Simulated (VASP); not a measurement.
Runs of VASP 6.6.1 on In3Sb. The structure is that of space group Pm-3m (No. 221), or close to it. The cells are those of the table. 

| cell | k mesh | gap on the mesh (eV) | pressure (GPa) |
| --- | --- | --- | --- |
| a = 4.447 Å, 4 atoms | 10 × 10 × 10 | none | (a) |
| a = 4.790 Å, 4 atoms | 10 × 10 × 10 | none | -4.0 |
| a = 4.546 Å, 4 atoms | 10 × 10 × 10 | none | 3.8 |
| a = 4.837 Å, 4 atoms | 4 × 4 × 4 | none | -5.4 |
| a = 4.686 Å, 4 atoms | 10 × 10 × 10 | none | (b) |

Alike in all rows: task single point; level PBEsol+D3(BJ); potentials or basis VASP PAW PBE potentials, release 64 (In_d, Sb); no spin polarisation; cutoff (eV) 520; smearing gaussian 0.1 eV.

Question: Estimate the missing entries.

Answer: (a) 9.5; (b) -1.5.

Caveats: the PAW data sets were made with another functional, which shifts forces and pressure a little; spin-orbit coupling is left out, which moves the levels of the heavy elements; pairwise dispersion overbinds metals, which lowers pressure and volume.

A k mesh can miss the band edges, and the runs leave out spin-orbit coupling on In, Sb.

A gap of «none» marks levels without a gap at the run's occupations.
